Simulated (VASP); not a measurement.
Runs of VASP 6.6.1 on Cu. The structure is that of space group I4_1/amd (No. 141), or close to it. The cells are those of the table. 

```tsv
task	potentials or basis	cell	cutoff (eV)	second run	gap on the mesh (eV)	pressure (GPa)	relaxed volume (Å³/atom)
relaxation of cell and atoms	VASP PAW PBE potentials, release 64 (Cu)	relaxed from a = 3.347 Å, angles 97.4, 97.4, 137.8°, 2 atoms	600	-	none	0.2	12.50
single point	VASP PAW PBE potentials, release 64 (Cu)	a = 3.442 Å, angles 96.9, 96.9, 139.4°, 2 atoms	520	-	none	(a)	-
relaxation of cell and atoms	VASP PAW PBE potentials, release 64 (Cu_sv_GW)	relaxed from a = 3.347 Å, angles 97.4, 97.4, 137.8°, 2 atoms	700	valence_matched	none	0.0	12.06
single point	VASP PAW PBE potentials, release 64 (Cu_sv_GW)	a = 3.442 Å, angles 96.9, 96.9, 139.4°, 2 atoms	700	valence_matched	none	-4.1	-
```

Alike in all rows: level PBEsol; no spin polarisation; k mesh 8 × 8 × 8; smearing gaussian 0.1 eV.

Question: Fill in the values left out.

Answer: (a) 1.0.

Caveats: all runs use coarse meshes; the PAW data sets were made with another functional, which shifts forces and pressure a little.

A gap of «none» marks levels without a gap at the run's occupations.

The runs don't all hold the same shells in valence.
